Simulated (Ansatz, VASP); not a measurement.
Rh in VASP and in Ansatz

```xyz
1
Lattice="0.0000 1.9008 1.9008 1.9008 0.0000 1.9008 1.9008 1.9008 0.0000" Properties=species:S:1:pos:R:3 pbc="T T T"
Rh    0.0000    0.0000    0.0000
```

Alike in both runs: task single point; functional r2SCAN; k mesh 14 × 14 × 14; occupations gaussian, width 0.6 eV; no spin polarisation.

|  | VASP | Ansatz |
| --- | --- | --- |
| version | VASP 6.6.1 | Ansatz 0.2.0 |
| potentials or method | VASP PAW PBE potentials, release 64 (Rh_sv_GW), cutoff 580 eV | plane waves (500 eV) with PAW, scalar-relativistic |
| valence electrons in the cell | 17 | 17 |

```tsv
	VASP	Ansatz	Ansatz less VASP
pressure (GPa)	0.4	2.0	+1.61
```

VASP's potentials were made for PBE, not for r2SCAN. With one functional, cell and mesh, what is left measures potentials, basis and numerics.
